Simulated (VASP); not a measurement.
Runs of VASP 6.6.1 on Ge. The structure is that of space group Fd-3m (No. 227), or close to it. The cells are those of the table. 

```tsv
task	cell	k mesh	cutoff (eV)	smearing	gap on the mesh (eV)	pressure (GPa)
relaxation of cell and atoms	relaxed from a = 4.000 Å, angles 60.0°, 2 atoms	5 × 5 × 5	600	fermi-dirac 0.05 eV	-	0.0
single point	a = 3.815 Å, angles 60.0°, 2 atoms	9 × 9 × 9	520	fermi-dirac 0.05 eV	(b)	12.2
single point	a = 3.981 Å, angles 60.0°, 2 atoms	9 × 9 × 9	520	fermi-dirac 0.05 eV	none	-0.1
single point	a = 3.927 Å, angles 60.0°, 2 atoms	9 × 9 × 9	520	fermi-dirac 0.05 eV	(a)	3.1
single point	a = 3.981 Å, angles 60.0°, 2 atoms	10 × 10 × 10	520	fermi-dirac 0.1 eV	none	0.0
```

Alike in all rows: level LDA; potentials or basis VASP PAW LDA potentials, release 64 (Ge_d); no spin polarisation.

**Question.** Fill in the values left out.

**Answer.** (a) 0.27; (b) 0.29.

Caveats: some runs use coarse meshes.

A k mesh can miss the band edges, and the runs leave out spin-orbit coupling on Ge.

A gap of «none» marks levels without a gap at the run's occupations.
